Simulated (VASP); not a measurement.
# Rb (Fm-3m) in VASP: a series of runs, part 2 of 2

VASP 6.6.1. The steps go on from the part before.

### Step 4. Single point, PBE (volume scaled by 0.96)

File INCAR:

```
ALGO = Normal
EDIFF = 1E-6
ENCUT = 520
GGA = PE
ISIF = 2
ISMEAR = -1
LASPH = T
LCHARG = T
LELF = T
LREAL = F
LVHAR = T
LWAVE = F
NBANDS = 10
NELM = 100
PREC = Accurate
SIGMA = 0.1
```

File KPOINTS:

```
k-points
0
Gamma
  9 9 9
```

File POSCAR:

```
Rb
1.0
    0.0000000000      3.5281254870      3.5281254870
    3.5281254870      0.0000000000      3.5281254870
    3.5281254870      3.5281254870      0.0000000000
Rb
1
Direct
    0.0000000000      0.0000000000      0.0000000000
```

Potentials or basis: VASP PAW PBE potentials, release 64 (Rb_sv).

Started as:

```
cat potpaw_PBE.64/Rb_sv/POTCAR > POTCAR
mpirun -np 1 vasp_std > vasp.out
```

OUTCAR:

```text
EDIFF = 1E-6
   ENCUT = 520
   GGA = PE
   ISIF = 2
   ISMEAR = -1
   LASPH = T
   LREAL = F
   NELM = 100
   PREC = Accurate

 ion  position               nearest neighbor table
   1  0.000  0.000  0.000-

  LATTYP: Found a face centered cubic cell.
 ALAT       =     7.0562509740

  Lattice vectors:

 A1 = (   0.0000000000,   3.5281254870,   3.5281254870)
 A2 = (   3.5281254870,   0.0000000000,   3.5281254870)
 A3 = (   3.5281254870,   3.5281254870,   0.0000000000)

Analysis of symmetry for initial positions (statically):
=====================================================================
 Subroutine PRICEL returns:
 Original cell was already a primitive cell.

 Routine SETGRP: Setting up the symmetry group for a
 face centered cubic supercell.

 Subroutine GETGRP returns: Found 48 space group operations
 (whereof 48 operations were pure point group operations)
 out of a pool of 48 trial point group operations.

The static configuration has the point symmetry O_h .

Analysis of symmetry for dynamics (positions and initial velocities):
=====================================================================
 Subroutine PRICEL returns:
 Original cell was already a primitive cell.

 Routine SETGRP: Setting up the symmetry group for a
 face centered cubic supercell.

 Subroutine GETGRP returns: Found 48 space group operations
 (whereof 48 operations were pure point group operations)
 out of a pool of 48 trial point group operations.

The dynamic configuration has the point symmetry O_h .

 Subroutine INISYM returns: Found 48 space group operations
 (whereof 48 operations are pure point group operations),
 and found     1 'primitive' translations

----------------------------------------------------------------------------------------

                                     Primitive cell

  volume of cell :      87.8339

  direct lattice vectors                    reciprocal lattice vectors
     0.000000000  3.528125487  3.528125487    -0.141718315  0.141718315  0.141718315
     3.528125487  0.000000000  3.528125487     0.141718315 -0.141718315  0.141718315
     3.528125487  3.528125487  0.000000000     0.141718315  0.141718315 -0.141718315

  length of vectors
     4.989522913  4.989522913  4.989522913     0.245463322  0.245463322  0.245463322

  position of ions in fractional coordinates (direct lattice)
     0.000000000  0.000000000  0.000000000

  ion indices of the primitive-cell ions
   primitive index   ion index
                 1           1

----------------------------------------------------------------------------------------

 KPOINTS: k-points

Automatic generation of k-mesh.
 Grid dimensions read from file:
 generate k-points for:    9    9    9

 Generating k-lattice:

  Cartesian coordinates                     Fractional coordinates (reciprocal lattice)
    -0.015746479  0.015746479  0.015746479     0.111111111  0.000000000  0.000000000
     0.015746479 -0.015746479  0.015746479     0.000000000  0.111111111  0.000000000
     0.015746479  0.015746479 -0.015746479     0.000000000  0.000000000  0.111111111

  Length of vectors
     0.027273702  0.027273702  0.027273702

  Shift w.r.t. Gamma in fractional coordinates (k-lattice)
     0.000000000  0.000000000  0.000000000

 Subroutine IBZKPT returns following result:
 ===========================================

 Found     35 irreducible k-points:

 Following reciprocal coordinates:
            Coordinates               Weight
  0.000000  0.000000  0.000000      1.000000
  0.111111  0.000000  0.000000      8.000000
  0.222222  0.000000  0.000000      8.000000
  0.333333  0.000000  0.000000      8.000000
  0.444444  0.000000  0.000000      8.000000
  0.111111  0.111111  0.000000      6.000000
[... 16 lines left out ...]
 -0.333333  0.333333  0.000000     12.000000
  0.444444  0.444444  0.000000      6.000000
 [... further k-points ...]
   k-points           NKPTS =     35   k-points in BZ     NKDIM =     35   number of bands    NBANDS=     10
   number of dos      NEDOS =    301   number of ions     NIONS =      1
   total plane-waves  NPLWV =  64000
   dimension x,y,z NGX =    40 NGY =   40 NGZ =   40
   dimension x,y,z NGXF=    80 NGYF=   80 NGZF=   80
   ions per type =               1
   NGX,Y,Z   is equivalent  to a cutoff of  13.33, 13.33, 13.33 a.u.
   NGXF,Y,Z  is equivalent  to a cutoff of  26.66, 26.66, 26.66 a.u.
 SYSTEM =  unknown system
   PREC   = accura    normal or accurate (medium, high low for compatibility)
   ISTART =      0    job   : 0-new  1-cont  2-samecut
   ICHARG =      2    charge: 1-file 2-atom 10-const
   ISPIN  =      1    spin polarized calculation?
   LNONCOLLINEAR =      F non collinear calculations
   LSORBIT =      F    spin-orbit coupling
   LASPH  =      T    aspherical Exc in radial PAW
   ENCUT  =  520.0 eV  38.22 Ry    6.18 a.u.   9.28  9.28  9.28*2*pi/ulx,y,z
   NELM   =    100;   NELMIN=  2; NELMDL= -5     # of ELM steps
   EDIFF  = 0.1E-05   stopping-criterion for ELM
   LREAL  =      F    real-space projection
   EDIFFG = 0.1E-04   stopping-criterion for IOM
   NSW    =      0    number of steps for IOM
   IBRION =     -1    ionic relax: 0-MD 1-quasi-New 2-CG
   NFREE  =      0    steps in history (QN), initial steepest desc. (CG)
   ISIF   =      2    stress and relaxation
   ISYM   =      2    0-nonsym 1-usesym 2-fastsym
   POTIM  = 0.5000    time-step for ionic-motion
   TEBEG  =    0.0;   TEEND  =   0.0 temperature during run
   PSTRESS=    0.0 pullay stress
   NELECT =       9.0000    total number of electrons
   NUPDOWN=      -1.0000    fix difference up-down
   EMIN   =  10.00;   EMAX   =-10.00  energy-range for DOS
   EFERMI =   0.00;   METHOD = LEGACY
   ISMEAR =    -1;   SIGMA  =   0.10  broadening in eV -4-tet -1-fermi 0-gaus
   EFERMI_NEDOS =   21; number of points for ismear=-14 and -15
   IALGO  =     38    algorithm
   IMIX   =      4    mixing-type and parameters
     AMIX     =   0.40;   BMIX     =  1.00
     AMIX_MAG =   1.60;   BMIX_MAG =  1.00
  volume/ion in A,a.u.               =      87.83       592.73
  Fermi-wavevector in a.u.,A,eV,Ry     =   0.766070  1.447662  7.984754  0.586863
  Thomas-Fermi vector in A             =   1.866328
   LORBIT       =      0    0 simple, 1 ext, 2 COOP (PROOUT), +10 PAW based schemes
   GGA     = PE    functional components
   LHFCALC =     F    Hartree Fock is set to
   AEXX    =    0.0000 exact exchange contribution
   IVDW    =     0    specifies the selected vdW correction
   LEPSILON=     F    determine dielectric tensor
   LRPA    =     F    only Hartree local field effects (RPA)
 non-spin polarized calculation
  energy-cutoff  :      520.00
  volume of cell :       87.83
 maximum number of plane-waves:      2421
 NGX is ok and might be reduce to    40
   NGX = 19   NGY = 19   NGZ = 19

 number of electron       9.0000000 magnetization

 Free energy of the ion-electron system (eV)
  ---------------------------------------------------
  ext. energy  EPLUGINS =         0.00000000
  ---------------------------------------------------
  free energy    TOTEN  =        -0.95074467 eV

  energy without entropy =       -0.92176406  energy(sigma->0) =       -0.93625436

 E-fermi :   0.1080     XC(G=0):  -5.5513

 val. band max:       -0.0088145714   @ k =   0.4444   0.0000   0.0000
 cond. band min:       0.1436604307   @ k =   0.4444   0.3333   0.0000
 fundamental gap:      0.1524750021
 Fermi energy:         0.1079775031

 k-point     1 :       0.0000    0.0000    0.0000
  band No.  band energies     occupation
      1     -28.7870      2.00000
      2     -12.8268      2.00000
      3     -12.8268      2.00000
      4     -12.8268      2.00000
      5      -1.9271      2.00000
      6       3.7171      0.00000
      7       3.7171      0.00000
      8       3.7171      0.00000
      9       5.0861      0.00000
     10       5.0861      0.00000
[... 287 lines left out ...]
 k-point    24 :       0.4444    0.4444    0.0000
  band No.  band energies     occupation
      1     -28.7812      2.00000
      2     -12.9243      2.00000
      3     -12.8644      2.00000
      4     -12.8644      2.00000
      5       0.4852      0.04497
      6       1.7343      0.00000
      7       1.9365      0.00000
      8       4.6178      0.00000
      9       4.6178      0.00000
     10       5.3065      0.00000

 [... further k-points ...]

------------------------ aborting loop because EDIFF is reached ----------------------------------------

  FORCE on cell =-STRESS in cart. coord.  units (eV):
  Direction    XX          YY          ZZ          XY          YZ          ZX
  --------------------------------------------------------------------------------------
  -------------------------------------------------------------------------------------
  Total        0.0668842      0.0668842      0.0668842      0.0000000      0.0000000      0.0000000
  in kB        1.2200342      1.2200342      1.2200342      0.0000000      0.0000000      0.0000000
  external PRESSURE =       1.2200342 kB  Pullay stress =       0.0000000 kB

 VOLUME and BASIS-vectors are now :
 -----------------------------------------------------------------------------
  energy-cutoff  :      520.00
  volume of cell :       87.83
      direct lattice vectors                 reciprocal lattice vectors
     0.000000000  3.528125487  3.528125487    -0.141718315  0.141718315  0.141718315
     3.528125487  0.000000000  3.528125487     0.141718315 -0.141718315  0.141718315
     3.528125487  3.528125487  0.000000000     0.141718315  0.141718315 -0.141718315

 POSITION                                       TOTAL-FORCE (eV/Angst)
 -----------------------------------------------------------------------------------
      0.00000      0.00000      0.00000         0.000000      0.000000     -0.000000
 -----------------------------------------------------------------------------------
    total drift:                               -0.000000     -0.000000     -0.000000

  FREE ENERGIE OF THE ION-ELECTRON SYSTEM (eV)
  ---------------------------------------------------
  free  energy   TOTEN  =        -0.9507446662 eV

  energy  without entropy=       -0.9217640597  energy(sigma->0) =       -0.93625436
```

Run time: 19 s. Hardware: 1 thread of Intel Xeon Platinum 8488C (Sapphire Rapids), shared host; peak memory 0.22 GiB.

Results:

* Free energy: -0.9507 eV
* Pressure: 0.1 GPa

### Step 5. The runs side by side

| cell | gap on the mesh (eV) | pressure (GPa) |
| --- | --- | --- |
| a = 4.847 Å, angles 60.0°, 1 atom | none | 0.4 |
| a = 4.919 Å, angles 60.0°, 1 atom | none | 0.3 |
| a = 4.990 Å, angles 60.0°, 1 atom | none | 0.1 |

Alike in all rows: task single point; level PBE; potentials or basis VASP PAW PBE potentials, release 64 (Rb_sv); no spin polarisation; k mesh 9 × 9 × 9; cutoff (eV) 520; smearing fermi-dirac 0.1 eV.

Absolute energies hang on the potentials; compare differences alone.
